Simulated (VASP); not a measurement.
# AlN (F-43m) in VASP: notebook

Runs on AlN. Level: PBE. Tasks: single point.

Program: VASP 6.6.1. These are calculated values, not measurements. Logs are shortened: lines on timing, memory, paths and dates and some standing lists are left out, and cuts for length are marked.

## 1. The cell of the first run

It takes space group F-43m (No. 216, cubic). The conventional cell has a = 4.370 Å, b = 4.370 Å, c = 4.370 Å, α = 90.00°, β = 90.00°, γ = 90.00°. Within 2.5 Å of Al (site symmetry -43m) lie 4 N at 1.89 Å. N (site symmetry -43m) has 4 Al at 1.89 Å within 2.5 Å.

## 2. Single point, PBE

INCAR reads:

```
SYSTEM = AlN
PREC = Accurate ; ENCUT = 520
EDIFF = 1E-7 ; ISMEAR = 0
SIGMA = 0.01 ; LREAL = .False.
LASPH = .True. ; NELM = 80
ALGO = Normal ; ISIF = 2
LWAVE = .False. ; LCHARG = .False.
GGA = PE ; NBANDS = 11
```

KPOINTS reads:

```
regular mesh
0
Gamma
  4 4 4
  0 0 0
```

POSCAR reads:

```
AlN
1.0
    0.0000000000      2.1848764855      2.1848764855
    2.1848764855      0.0000000000      2.1848764855
    2.1848764855      2.1848764855      0.0000000000
Al N
1 1
Direct
    0.0000000000      0.0000000000      0.0000000000
    0.7500000000      0.7500000000      0.7500000000
```

Potentials or basis: VASP PAW PBE potentials, release 64 (Al, N).

Run with:

```sh
$ cat potpaw_PBE.64/Al/POTCAR potpaw_PBE.64/N/POTCAR > POTCAR
$ mpirun -np 1 vasp_std > vasp.out
```

OUTCAR:

```text
SYSTEM = AlN
   PREC = Accurate
   ENCUT = 520
   EDIFF = 1E-7
   ISMEAR = 0
   LREAL = .False.
   LASPH = .True.
   NELM = 80
   ISIF = 2
   GGA = PE

 ion  position               nearest neighbor table
   1  0.000  0.000  0.000-   2 1.89   2 1.89   2 1.89   2 1.89
   2  0.750  0.750  0.750-   1 1.89   1 1.89   1 1.89   1 1.89

  LATTYP: Found a face centered cubic cell.
 ALAT       =     4.3697529710

  Lattice vectors:

 A1 = (   0.0000000000,   2.1848764855,   2.1848764855)
 A2 = (   2.1848764855,   0.0000000000,   2.1848764855)
 A3 = (   2.1848764855,   2.1848764855,   0.0000000000)

Analysis of symmetry for initial positions (statically):
=====================================================================
 Subroutine PRICEL returns:
 Original cell was already a primitive cell.

 Routine SETGRP: Setting up the symmetry group for a
 face centered cubic supercell.

 Subroutine GETGRP returns: Found 24 space group operations
 (whereof 24 operations were pure point group operations)
 out of a pool of 48 trial point group operations.

The static configuration has the point symmetry T_d .

Analysis of symmetry for dynamics (positions and initial velocities):
=====================================================================
 Subroutine PRICEL returns:
 Original cell was already a primitive cell.

 Routine SETGRP: Setting up the symmetry group for a
 face centered cubic supercell.

 Subroutine GETGRP returns: Found 24 space group operations
 (whereof 24 operations were pure point group operations)
 out of a pool of 48 trial point group operations.

The dynamic configuration has the point symmetry T_d .

 Subroutine INISYM returns: Found 24 space group operations
 (whereof 24 operations are pure point group operations),
 and found     1 'primitive' translations

----------------------------------------------------------------------------------------

                                     Primitive cell

  volume of cell :      20.8598

  direct lattice vectors                    reciprocal lattice vectors
     0.000000000  2.184876485  2.184876485    -0.228845888  0.228845888  0.228845888
     2.184876485  0.000000000  2.184876485     0.228845888 -0.228845888  0.228845888
     2.184876485  2.184876485  0.000000000     0.228845888  0.228845888 -0.228845888

  length of vectors
     3.089881958  3.089881958  3.089881958     0.396372706  0.396372706  0.396372706

  position of ions in fractional coordinates (direct lattice)
     0.000000000  0.000000000  0.000000000
     0.750000000  0.750000000  0.750000000

  ion indices of the primitive-cell ions
   primitive index   ion index
                 1           1
                 2           2

----------------------------------------------------------------------------------------

 KPOINTS: regular mesh

Automatic generation of k-mesh.
 Grid dimensions read from file:
 generate k-points for:    4    4    4

 Generating k-lattice:

  Cartesian coordinates                     Fractional coordinates (reciprocal lattice)
    -0.057211472  0.057211472  0.057211472     0.250000000  0.000000000  0.000000000
     0.057211472 -0.057211472  0.057211472     0.000000000  0.250000000  0.000000000
     0.057211472  0.057211472 -0.057211472     0.000000000  0.000000000  0.250000000

  Length of vectors
     0.099093176  0.099093176  0.099093176

  Shift w.r.t. Gamma in fractional coordinates (k-lattice)
     0.000000000  0.000000000  0.000000000

 Subroutine IBZKPT returns following result:
 ===========================================

 Found      8 irreducible k-points:

 Following reciprocal coordinates:
            Coordinates               Weight
  0.000000  0.000000  0.000000      1.000000
  0.250000  0.000000  0.000000      8.000000
  0.500000  0.000000  0.000000      4.000000
  0.250000  0.250000  0.000000      6.000000
  0.500000  0.250000  0.000000     24.000000
 -0.250000  0.250000  0.000000     12.000000
  0.500000  0.500000  0.000000      3.000000
 -0.250000  0.500000  0.250000      6.000000
   k-points           NKPTS =      8   k-points in BZ     NKDIM =      8   number of bands    NBANDS=     11
   number of dos      NEDOS =    301   number of ions     NIONS =      2
   total plane-waves  NPLWV =  13824
   dimension x,y,z NGX =    24 NGY =   24 NGZ =   24
   dimension x,y,z NGXF=    48 NGYF=   48 NGZF=   48
   ions per type =               1   1
   NGX,Y,Z   is equivalent  to a cutoff of  12.91, 12.91, 12.91 a.u.
   NGXF,Y,Z  is equivalent  to a cutoff of  25.83, 25.83, 25.83 a.u.
 SYSTEM =  AlN
   PREC   = accura    normal or accurate (medium, high low for compatibility)
   ISTART =      0    job   : 0-new  1-cont  2-samecut
   ICHARG =      2    charge: 1-file 2-atom 10-const
   ISPIN  =      1    spin polarized calculation?
   LNONCOLLINEAR =      F non collinear calculations
   LSORBIT =      F    spin-orbit coupling
   LASPH  =      T    aspherical Exc in radial PAW
   ENCUT  =  520.0 eV  38.22 Ry    6.18 a.u.   5.75  5.75  5.75*2*pi/ulx,y,z
   NELM   =     80;   NELMIN=  2; NELMDL= -5     # of ELM steps
   EDIFF  = 0.1E-06   stopping-criterion for ELM
   LREAL  =      F    real-space projection
   EDIFFG = 0.1E-05   stopping-criterion for IOM
   NSW    =      0    number of steps for IOM
   IBRION =     -1    ionic relax: 0-MD 1-quasi-New 2-CG
   NFREE  =      0    steps in history (QN), initial steepest desc. (CG)
   ISIF   =      2    stress and relaxation
   ISYM   =      2    0-nonsym 1-usesym 2-fastsym
   POTIM  = 0.5000    time-step for ionic-motion
   TEBEG  =    0.0;   TEEND  =   0.0 temperature during run
   PSTRESS=    0.0 pullay stress
   NELECT =       8.0000    total number of electrons
   NUPDOWN=      -1.0000    fix difference up-down
   EMIN   =  10.00;   EMAX   =-10.00  energy-range for DOS
   EFERMI =   0.00;   METHOD = LEGACY
   ISMEAR =     0;   SIGMA  =   0.01  broadening in eV -4-tet -1-fermi 0-gaus
   EFERMI_NEDOS =   21; number of points for ismear=-14 and -15
   IALGO  =     38    algorithm
   IMIX   =      4    mixing-type and parameters
     AMIX     =   0.40;   BMIX     =  1.00
     AMIX_MAG =   1.60;   BMIX_MAG =  1.00
  volume/ion in A,a.u.               =      10.43        70.38
  Fermi-wavevector in a.u.,A,eV,Ry     =   1.189418  2.247675 19.248377  1.414716
  Thomas-Fermi vector in A             =   2.325526
   LORBIT       =      0    0 simple, 1 ext, 2 COOP (PROOUT), +10 PAW based schemes
   GGA     = PE    functional components
   LHFCALC =     F    Hartree Fock is set to
   AEXX    =    0.0000 exact exchange contribution
   IVDW    =     0    specifies the selected vdW correction
   LEPSILON=     F    determine dielectric tensor
   LRPA    =     F    only Hartree local field effects (RPA)
 non-spin polarized calculation
 Gauss-broadening in eV      SIGMA  =   0.01
  energy-cutoff  :      520.00
  volume of cell :       20.86
 maximum number of plane-waves:       588
 NGX is ok and might be reduce to    24
   NGX = 11   NGY = 11   NGZ = 11

 number of electron       8.0000000 magnetization

 Free energy of the ion-electron system (eV)
  ---------------------------------------------------
  ext. energy  EPLUGINS =         0.00000000
  ---------------------------------------------------
  free energy    TOTEN  =       -14.80412998 eV

  energy without entropy =      -14.80412998  energy(sigma->0) =      -14.80412998

 E-fermi :   6.0456     XC(G=0): -10.9210

 val. band max:        5.9894684682   @ k =   0.0000   0.0000   0.0000
 cond. band min:       9.2804529119   @ k =   0.5000   0.5000   0.0000
 fundamental gap:      3.2909844437
 Fermi energy:         6.0456108718

 k-point     1 :       0.0000    0.0000    0.0000
  band No.  band energies     occupation
      1      -8.9917      2.00000
      2       5.9895      2.00000
      3       5.9895      2.00000
      4       5.9895      2.00000
      5      10.1625      0.00000
      6      18.5110      0.00000
      7      18.5110      0.00000
      8      18.5110      0.00000
      9      23.6422      0.00000
     10      23.6422      0.00000
     11      25.0432      0.00000

 k-point     2 :       0.2500    0.0000    0.0000
  band No.  band energies     occupation
      1      -8.1409      2.00000
      2       2.7228      2.00000
      3       5.7332      2.00000
      4       5.7332      2.00000
      5      12.4240      0.00000
      6      16.9310      0.00000
      7      18.2799      0.00000
      8      18.2799      0.00000
      9      22.2296      0.00000
     10      22.2296      0.00000
     11      23.1924      0.00000

 k-point     3 :       0.5000    0.0000    0.0000
  band No.  band energies     occupation
      1      -6.9415      2.00000
      2       0.1250      2.00000
      3       5.5085      2.00000
      4       5.5085      2.00000
      5      13.3386      0.00000
      6      15.8365      0.00000
      7      17.1011      0.00000
      8      17.1011      0.00000
      9      23.9415      0.00000
     10      26.0507      0.00000
     11      26.0507      0.00000

 k-point     4 :       0.2500    0.2500    0.0000
  band No.  band energies     occupation
      1      -7.8639      2.00000
      2       3.0970      2.00000
      3       5.0089      2.00000
      4       5.0089      2.00000
      5      11.9327      0.00000
      6      16.2106      0.00000
      7      17.4706      0.00000
      8      19.9791      0.00000
      9      19.9791      0.00000
     10      25.5218      0.00000
     11      28.7071      0.00000

 k-point     5 :       0.5000    0.2500    0.0000
  band No.  band energies     occupation
      1      -6.6729      2.00000
      2       1.2078      2.00000
      3       3.6548      2.00000
      4       4.7937      2.00000
      5      11.8532      0.00000
      6      15.9452      0.00000
      7      18.0925      0.00000
      8      19.3833      0.00000
      9      21.6312      0.00000
     10      26.7169      0.00000
     11      28.8005      0.00000

 k-point     6 :      -0.2500    0.2500    0.0000
  band No.  band energies     occupation
      1      -7.0745      2.00000
      2       1.6184      2.00000
      3       3.5075      2.00000
      4       5.4653      2.00000
      5      13.7843      0.00000
      6      15.2077      0.00000
      7      17.6224      0.00000
      8      18.4633      0.00000
      9      21.9960      0.00000
     10      24.6722      0.00000
     11      28.0288      0.00000

 k-point     7 :       0.5000    0.5000    0.0000
  band No.  band energies     occupation
      1      -6.3056      2.00000
      2       1.0782      2.00000
      3       4.2114      2.00000
      4       4.2114      2.00000
      5       9.2805      0.00000
      6      14.5714      0.00000
      7      19.9267      0.00000
      8      21.6920      0.00000
      9      21.6920      0.00000
     10      29.4840      0.00000
     11      29.9440      0.00000

 k-point     8 :      -0.2500    0.5000    0.2500
  band No.  band energies     occupation
      1      -6.2491      2.00000
      2       2.1989      2.00000
      3       2.5485      2.00000
      4       3.2866      2.00000
      5      12.0163      0.00000
      6      17.3944      0.00000
      7      17.9333      0.00000
      8      18.1348      0.00000
      9      23.1957      0.00000
     10      24.8639      0.00000
     11      30.9745      0.00000

------------------------ aborting loop because EDIFF is reached ----------------------------------------

  FORCE on cell =-STRESS in cart. coord.  units (eV):
  Direction    XX          YY          ZZ          XY          YZ          ZX
  --------------------------------------------------------------------------------------
  -------------------------------------------------------------------------------------
  Total        0.5688790      0.5688790      0.5688790      0.0000000      0.0000000      0.0000000
  in kB       43.6938000     43.6938000     43.6938000      0.0000000      0.0000000      0.0000000
  external PRESSURE =      43.6938000 kB  Pullay stress =       0.0000000 kB

 VOLUME and BASIS-vectors are now :
 -----------------------------------------------------------------------------
  energy-cutoff  :      520.00
  volume of cell :       20.86
      direct lattice vectors                 reciprocal lattice vectors
     0.000000000  2.184876485  2.184876485    -0.228845888  0.228845888  0.228845888
     2.184876485  0.000000000  2.184876485     0.228845888 -0.228845888  0.228845888
     2.184876485  2.184876485  0.000000000     0.228845888  0.228845888 -0.228845888

 POSITION                                       TOTAL-FORCE (eV/Angst)
 -----------------------------------------------------------------------------------
      0.00000      0.00000      0.00000        -0.000000     -0.000000     -0.000000
      3.27731      3.27731      3.27731         0.000000      0.000000      0.000000
 -----------------------------------------------------------------------------------
    total drift:                               -0.000000     -0.000000     -0.000000

  FREE ENERGIE OF THE ION-ELECTRON SYSTEM (eV)
  ---------------------------------------------------
  free  energy   TOTEN  =       -14.8041299823 eV

  energy  without entropy=      -14.8041299823  energy(sigma->0) =      -14.80412998
```

Run time: 7.1 s. Hardware: 1 thread of AMD EPYC 7R13, shared host; peak memory 0.1 GiB.

Results:

```
Free energy            : -14.8041 eV
Pressure               : 4.4 GPa
Band gap on the k mesh : 3.29 eV, indirect (least direct gap 4.17 eV)
```

Caveat: the k points lie up to 0.62 Å⁻¹ apart. As with any semilocal functional, this PBE gap is likely too small.

[end of part 1 of 2]
